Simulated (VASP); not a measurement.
# MgO (P1) in VASP: relaxation of the atoms with PBE

Aim: the relaxation of the atoms of MgO with PBE.

Everything below comes from runs of VASP 6.6.1. Logs are shortened: lines on timing, memory, paths and dates and some standing lists are left out, and cuts for length are marked.

**1. The cell of the first run**

The typed cell holds 32 atoms: a = 7.367 Å, b = 7.367 Å, c = 7.367 Å, α = 109.47°, β = 109.47°, γ = 109.47°.

**2. Relaxation of the atoms, PBE**

Contents of INCAR:

```
  PREC = Accurate
  ENCUT = 520
  EDIFF = 1E-6
  ISMEAR = 0
  SIGMA = 0.02
  LREAL = Auto
  LASPH = True
  NELM = 80
  ALGO = Normal
  ISIF = 2
  LWAVE = False
  LCHARG = False
  GGA = PE
  IBRION = 2
  NSW = 45
  EDIFFG = -0.03
  KPAR = 2
```

Contents of KPOINTS:

```
Automatic mesh
0
Gamma
  2 2 2
  0.5 0.5 0.5
```

Contents of POSCAR:

```
MgO
1.0
   -4.2535896561     -4.2535896561     -4.2535896561
   -4.2535896561      4.2535896561      4.2535896561
    4.2535896561      4.2535896561     -4.2535896561
Mg O
16 16
Direct
    0.0047578916      0.7514802192      0.2594873929
    0.7440202629      0.7439723041      0.4989371457
    0.5017516942      0.7612815032      0.7570031613
    0.0030112193      0.2519362308      0.7448908375
    0.9974592535     -0.0020338575      0.0040298772
    0.7416369355     -0.0079780729      0.2436250793
    0.5028375080     -0.0081567370      0.5024445857
    0.2472449002      0.0020051153      0.7465357324
    0.2510502748      0.7483196683      0.0013807826
   -0.0002126975      0.5000670167      0.5125353219
    0.7603174918      0.5075698732      0.7562856395
    0.7518463415      0.2440257356     -0.0107013779
    0.5032745821      0.2566724272      0.2554107619
    0.2476526853      0.2456606425      0.4915623736
    0.5053306720      0.5054855947      0.0187824981
    0.2504482127      0.5147059298      0.2552154007
    0.2426372865     -0.0017157036      0.2410845455
    0.0069303214      0.0013682737      0.5024203046
    0.7536760805      0.0103133340      0.7621968009
    0.2425497538      0.4953119174      0.7544085455
    0.2521318730      0.2488191219     -0.0042246087
   -0.0113526717      0.2478019854      0.2551070933
    0.7438445668      0.2469605413      0.4981505256
    0.4910087116      0.2448055002      0.7404723055
    0.5061171997      0.0021172133     -0.0074894355
    0.2431270419      0.7337604188      0.4880295187
   -0.0045468175      0.7439343921      0.7492215031
    0.0111577465      0.5061297528      0.0095949550
    0.7506359929      0.4950141008      0.2534768750
    0.5031415786      0.5019411819      0.5083133836
    0.7549003352      0.7561854280     -0.0071311739
    0.5107787659      0.7457790796      0.2582641509
```

Potentials or basis: VASP PAW PBE potentials, release 64 (Mg, O).

Launch:

```
$ cat potpaw_PBE.64/Mg/POTCAR potpaw_PBE.64/O/POTCAR > POTCAR
$ mpirun -np 2 vasp_std > vasp.out
```

OUTCAR:

```text
PREC = Accurate
   ENCUT = 520
   EDIFF = 1E-6
   ISMEAR = 0
   LREAL = Auto
   LASPH = True
   NELM = 80
   ISIF = 2
   GGA = PE
   IBRION = 2
   NSW = 45
   EDIFFG = -0.03

 ion  position               nearest neighbor table
   1  0.005  0.751  0.259-  26 2.07  18 2.09  28 2.13  17 2.14  29 2.15  31 2.22  16 2.90   8 2.93
                            14 2.97   7 3.00  15 3.00   2 3.01   5 3.02  11 3.03   6 3.03   9 3.03
   2  0.744  0.744  0.499-  32 2.02  30 2.09  29 2.13  27 2.13  18 2.20  19 2.21  15 2.89  13 2.93
                             7 2.94  16 2.97  11 2.97  10 3.01   1 3.01   3 3.01   8 3.03   6 3.03
   3  0.502  0.761  0.757-  25 2.01  31 2.10  19 2.11  26 2.13  30 2.17  20 2.22  12 2.91   7 2.92
                             6 2.93   9 2.98   8 2.98   5 2.98   2 3.01  16 3.02  10 3.02  11 3.08
   4  0.003  0.252  0.745-  20 2.01  18 2.11  23 2.13  21 2.14  19 2.16  28 2.17  10 2.89   8 2.97
                            12 2.98   9 2.99  14 3.00  11 3.00   7 3.01   6 3.02  15 3.03   2 3.06
   5  0.997  0.998  0.004-  31 2.01  17 2.05  19 2.12  27 2.16  22 2.17  21 2.19  14 2.93  11 2.95
                            12 2.96   6 2.98   3 2.98   1 3.02   9 3.03   2 3.04  13 3.04   8 3.05
   6  0.742  0.992  0.244-  22 2.09  32 2.10  25 2.12  31 2.13  23 2.16  18 2.19   3 2.93  15 2.93
                             9 2.95   5 2.98   7 2.99   4 3.02  13 3.03   2 3.03   1 3.03  14 3.04
   7  0.503  0.992  0.502-  19 2.10  32 2.12  23 2.13  24 2.14  26 2.14  17 2.25  16 2.87   3 2.92
                            12 2.93   2 2.94   6 2.99   1 3.00   8 3.01   4 3.01   9 3.01  14 3.06
   8  0.247  0.002  0.747-  18 2.06  21 2.09  24 2.10  25 2.15  27 2.18  26 2.22   1 2.93   4 2.97
                             3 2.98  14 3.00   7 3.01  10 3.02   2 3.03  15 3.03  12 3.04   5 3.05
   9  0.251  0.748  0.001-  28 2.09  20 2.09  17 2.12  27 2.14  25 2.20  32 2.21  16 2.93  10 2.94
[... 17 lines left out ...]
  19  0.754  0.010  0.762-  12 1.97   7 2.10   3 2.11   5 2.12   4 2.16   2 2.21
  20  0.243  0.495  0.754-   4 2.01  10 2.08   9 2.09  15 2.20  14 2.20   3 2.22
  21  0.252  0.249  0.996-  15 2.08   8 2.09   4 2.14  13 2.14   5 2.19  16 2.24
  22  0.989  0.248  0.255-   6 2.09  14 2.12  10 2.12  12 2.13   5 2.17  16 2.25
[... 8 lines left out ...]
  31  0.755  0.756  0.993-   5 2.01  11 2.09   3 2.10   6 2.13   1 2.22  15 2.24
  32  0.511  0.746  0.258-  15 2.02   2 2.02  16 2.08   6 2.10   7 2.12   9 2.21

  LATTYP: Found a body centered cubic cell.
 ALAT       =     8.5071793122

  Lattice vectors:

 A1 = (  -4.2535896561,  -4.2535896561,  -4.2535896561)
 A2 = (  -4.2535896561,   4.2535896561,   4.2535896561)
 A3 = (   4.2535896561,   4.2535896561,  -4.2535896561)

Analysis of symmetry for initial positions (statically):
=====================================================================
 Subroutine PRICEL returns:
 Original cell was already a primitive cell.

 Routine SETGRP: Setting up the symmetry group for a
 body centered cubic supercell.

 Subroutine GETGRP returns: Found  1 space group operations
 (whereof  1 operations were pure point group operations)
 out of a pool of 48 trial point group operations.

The static configuration has the point symmetry C_1 .

Analysis of symmetry for dynamics (positions and initial velocities):
=====================================================================
 Subroutine PRICEL returns:
 Original cell was already a primitive cell.

 Routine SETGRP: Setting up the symmetry group for a
 body centered cubic supercell.

 Subroutine GETGRP returns: Found  1 space group operations
 (whereof  1 operations were pure point group operations)
 out of a pool of 48 trial point group operations.

The dynamic configuration has the point symmetry C_1 .

 Subroutine INISYM returns: Found  1 space group operations
 (whereof  1 operations are pure point group operations),
 and found     1 'primitive' translations

----------------------------------------------------------------------------------------

                                     Primitive cell

  volume of cell :     307.8412

  direct lattice vectors                    reciprocal lattice vectors
    -4.253589656 -4.253589656 -4.253589656    -0.117547775  0.000000000 -0.117547775
    -4.253589656  4.253589656  4.253589656    -0.117547775  0.117547775  0.000000000
     4.253589656  4.253589656 -4.253589656     0.000000000  0.117547775 -0.117547775

  length of vectors
     7.367433399  7.367433399  7.367433399     0.166237658  0.166237658  0.166237658

  position of ions in fractional coordinates (direct lattice)
     0.004757892  0.751480219  0.259487393
[... 72 lines left out ...]
 Grid dimensions read from file:
 generate k-points for:    2    2    2

 Generating k-lattice:

  Cartesian coordinates                     Fractional coordinates (reciprocal lattice)
    -0.058773888  0.000000000 -0.058773888     0.500000000  0.000000000  0.000000000
    -0.058773888  0.058773888  0.000000000     0.000000000  0.500000000  0.000000000
     0.000000000  0.058773888 -0.058773888     0.000000000  0.000000000  0.500000000

  Length of vectors
     0.083118829  0.083118829  0.083118829

  Shift w.r.t. Gamma in fractional coordinates (k-lattice)
     0.500000000  0.500000000  0.500000000

 Subroutine IBZKPT returns following result:
 ===========================================

 Found      4 irreducible k-points:

 Following reciprocal coordinates:
            Coordinates               Weight
  0.250000  0.250000  0.250000      2.000000
 -0.250000  0.250000  0.250000      2.000000
  0.250000 -0.250000  0.250000      2.000000
  0.250000  0.250000 -0.250000      2.000000
   k-points           NKPTS =      4   k-points in BZ     NKDIM =      4   number of bands    NBANDS=     81
   number of dos      NEDOS =    301   number of ions     NIONS =     32
   total plane-waves  NPLWV = 175616
   dimension x,y,z NGX =    56 NGY =   56 NGZ =   56
   dimension x,y,z NGXF=   112 NGYF=  112 NGZF=  112
   ions per type =              16  16
   NGX,Y,Z   is equivalent  to a cutoff of  12.64, 12.64, 12.64 a.u.
   NGXF,Y,Z  is equivalent  to a cutoff of  25.27, 25.27, 25.27 a.u.
 SYSTEM =  unknown system
   PREC   = accura    normal or accurate (medium, high low for compatibility)
   ISTART =      0    job   : 0-new  1-cont  2-samecut
   ICHARG =      2    charge: 1-file 2-atom 10-const
   ISPIN  =      1    spin polarized calculation?
   LNONCOLLINEAR =      F non collinear calculations
   LSORBIT =      F    spin-orbit coupling
   LASPH  =      T    aspherical Exc in radial PAW
   ENCUT  =  520.0 eV  38.22 Ry    6.18 a.u.  13.70 13.70 13.70*2*pi/ulx,y,z
   NELM   =     80;   NELMIN=  2; NELMDL= -5     # of ELM steps
   EDIFF  = 0.1E-05   stopping-criterion for ELM
   LREAL  =      T    real-space projection
   EDIFFG = -.3E-01   stopping-criterion for IOM
   NSW    =     45    number of steps for IOM
   IBRION =      2    ionic relax: 0-MD 1-quasi-New 2-CG
   NFREE  =      1    steps in history (QN), initial steepest desc. (CG)
   ISIF   =      2    stress and relaxation
   ISYM   =      2    0-nonsym 1-usesym 2-fastsym
   POTIM  = 0.5000    time-step for ionic-motion
   TEBEG  =    0.0;   TEEND  =   0.0 temperature during run
   PSTRESS=    0.0 pullay stress
   NELECT =     128.0000    total number of electrons
   NUPDOWN=      -1.0000    fix difference up-down
   EMIN   =  10.00;   EMAX   =-10.00  energy-range for DOS
   EFERMI =   0.00;   METHOD = LEGACY
   ISMEAR =     0;   SIGMA  =   0.02  broadening in eV -4-tet -1-fermi 0-gaus
   EFERMI_NEDOS =   21; number of points for ismear=-14 and -15
   IALGO  =     38    algorithm
   IMIX   =      4    mixing-type and parameters
     AMIX     =   0.40;   BMIX     =  1.00
     AMIX_MAG =   1.60;   BMIX_MAG =  1.00
  volume/ion in A,a.u.               =       9.62        64.92
  Fermi-wavevector in a.u.,A,eV,Ry     =   1.221901  2.309057 20.314059  1.493041
  Thomas-Fermi vector in A             =   2.357067
   LORBIT       =      0    0 simple, 1 ext, 2 COOP (PROOUT), +10 PAW based schemes
   GGA     = PE    functional components
   LHFCALC =     F    Hartree Fock is set to
   AEXX    =    0.0000 exact exchange contribution
   IVDW    =     0    specifies the selected vdW correction
   LEPSILON=     F    determine dielectric tensor
   LRPA    =     F    only Hartree local field effects (RPA)
 conjugate gradient relaxation of ions
 non-spin polarized calculation
 Gauss-broadening in eV      SIGMA  =   0.02
  energy-cutoff  :      520.00
  volume of cell :      307.84
 maximum number of plane-waves:      8280
 NGX is ok and might be reduce to    54
   NGX = 27   NGY = 27   NGZ = 27

--------------------------------------- Ionic step        1  -------------------------------------------

 number of electron     127.9999995 magnetization

 Free energy of the ion-electron system (eV)
  ---------------------------------------------------
  ext. energy  EPLUGINS =         0.00000000
  ---------------------------------------------------
  free energy    TOTEN  =      -189.66878581 eV

  energy without entropy =     -189.66878581  energy(sigma->0) =     -189.66878581

------------------------ aborting loop because EDIFF is reached ----------------------------------------

  FORCE on cell =-STRESS in cart. coord.  units (eV):
  Direction    XX          YY          ZZ          XY          YZ          ZX
  --------------------------------------------------------------------------------------
  -------------------------------------------------------------------------------------
  Total        0.7183836      1.9804368      0.4667431      0.0878249     -0.0651327     -0.0593510
  in kB        3.7388688     10.3072974      2.4291913      0.4570898     -0.3389870     -0.3088956
  external PRESSURE =       5.4917858 kB  Pullay stress =       0.0000000 kB
[... 449 lines left out ...]
--------------------------------------- Ionic step        8  -------------------------------------------

 number of electron     128.0000044 magnetization

 Free energy of the ion-electron system (eV)
  ---------------------------------------------------
  ext. energy  EPLUGINS =         0.00000000
  ---------------------------------------------------
  free energy    TOTEN  =      -190.60092719 eV

  energy without entropy =     -190.60092719  energy(sigma->0) =     -190.60092719

 E-fermi :   2.8911     XC(G=0): -10.9402

 val. band max:        2.7450149994   @ k =   0.2500  -0.2500   0.2500
 cond. band min:       8.6270339180   @ k =   0.2500   0.2500  -0.2500
 fundamental gap:      5.8820189186
 Fermi energy:         2.8910894694

 k-point     1 :       0.2500    0.2500    0.2500
  band No.  band energies     occupation
      1     -13.5918      2.00000
      2     -13.5904      2.00000
      3     -13.5893      2.00000
      4     -13.5881      2.00000
      5     -12.8245      2.00000
      6     -12.8235      2.00000
[... 305 lines left out ...]
     75      12.5576      0.00000
     76      12.8832      0.00000
 [bands above 76 left out]

------------------------ aborting loop because EDIFF is reached ----------------------------------------

  FORCE on cell =-STRESS in cart. coord.  units (eV):
  Direction    XX          YY          ZZ          XY          YZ          ZX
  --------------------------------------------------------------------------------------
  -------------------------------------------------------------------------------------
  Total       -1.4255962     -1.4282727     -1.4179214      0.0019815     -0.0048358     -0.0078966
  in kB       -7.4195973     -7.4335276     -7.3796534      0.0103128     -0.0251681     -0.0410985
  external PRESSURE =      -7.4109261 kB  Pullay stress =       0.0000000 kB
[... 47 lines left out ...]
  FREE ENERGIE OF THE ION-ELECTRON SYSTEM (eV)
  ---------------------------------------------------
  free  energy   TOTEN  =      -190.6009271862 eV

  energy  without entropy=     -190.6009271862  energy(sigma->0) =     -190.60092719

 reached required accuracy - stopping structural energy minimisation
```

It took 11 min on 2 MPI ranks of Intel Xeon Platinum 8488C (Sapphire Rapids), shared host; peak memory 0.48 GiB.

What came out:

```
Free energy                  : -190.6009 eV
Energy gained by relaxing    : 29.1 meV/atom
Ionic steps                  : 8
Pressure after relaxing      : -0.7 GPa
Largest force after relaxing : 0.026 eV/Å
Band gap on the k mesh       : 5.88 eV
```

Forces in eV/Å, atoms in the order of the input:
```
Mg   0.013 -0.006 -0.003
Mg   0.002  0.008  0.008
Mg  -0.009 -0.003 -0.007
Mg   0.011 -0.002  0.004
Mg  -0.005 -0.008 -0.001
Mg   0.005  0.018  0.005
Mg   0.014 -0.006  0.005
Mg   0.016  0.018  0.002
Mg  -0.003  0.001 -0.019
Mg  -0.025  0.007  0.000
Mg  -0.018 -0.008 -0.007
Mg  -0.004  0.003  0.003
Mg  -0.002  0.007 -0.008
Mg   0.001  0.004  0.001
Mg  -0.009 -0.001 -0.005
Mg  -0.003 -0.002  0.003
O   -0.003  0.009  0.015
O    0.012  0.005  0.003
O    0.000  0.003  0.011
O   -0.011 -0.002  0.006
O    0.012 -0.008 -0.006
O    0.010  0.004 -0.005
O    0.007  0.006  0.004
O    0.003 -0.007  0.009
O    0.001  0.002  0.001
O    0.013  0.003 -0.002
O   -0.012 -0.004 -0.004
O    0.008 -0.012  0.003
O   -0.008 -0.006  0.004
O    0.009 -0.003 -0.011
O   -0.015 -0.013  0.002
O   -0.010 -0.005 -0.011
```

Step by step:
| step | energy change (eV) | largest force (eV/Å) | pressure (GPa) |
| --- | --- | --- | --- |
| 1 | 0.0000 | 1.6519 | 0.55 |
| 2 | -0.7705 | 0.5650 | -0.49 |
| 3 | -0.8014 | 0.4809 | -0.57 |
| 4 | -0.9060 | 0.2141 | -0.70 |
| 5 | -0.9145 | 0.1821 | -0.71 |
| 6 | -0.9280 | 0.0893 | -0.73 |
| 7 | -0.9306 | 0.0691 | -0.74 |
| 8 | -0.9321 | 0.0261 | -0.74 |

Final structure:
```
Mg O
1.0
    -4.25359   -4.25359   -4.25359
    -4.25359    4.25359    4.25359
     4.25359    4.25359   -4.25359
Mg O
16 16
Cartesian
  -2.1233 4.2571 2.1190
  -4.2489 2.1291 -2.1356
  -2.1206 4.2572 -2.1327
  2.1303 4.2569 -2.1352
  -4.2486 4.2573 4.2468
  -6.3752 2.1275 -0.0078
  0.0022 0.0026 -4.2623
  -2.1240 6.3810 -0.0074
  -4.2480 2.1303 2.1221
  -4.2450 0.0024 -4.2606
  -2.1194 2.1318 -4.2600
  -4.2489 -2.1237 -2.1349
  -2.1216 0.0020 -2.1328
  0.0042 2.1292 -2.1341
  -4.2472 0.0045 -0.0071
  -2.1224 2.1312 -0.0073
  -4.2494 4.2562 2.1186
  -2.1238 6.3824 2.1189
  -4.2493 4.2563 -2.1357
  0.0062 4.2568 -2.1340
  -2.1232 0.0035 -0.0067
  0.0039 2.1292 -0.0067
  -2.1222 0.0021 -4.2615
  0.0040 2.1305 -4.2620
  -6.3757 2.1292 2.1202
  -2.1231 4.2569 -0.0073
  0.0065 6.3842 -0.0068
  -2.1225 2.1318 2.1198
  -4.2475 0.0039 -2.1350
  -2.1220 2.1306 -2.1331
  -6.3734 0.0048 -0.0073
  -4.2482 2.1307 -0.0064
```

Caveat: a shifted mesh leaves out Γ, where band edges can lie.
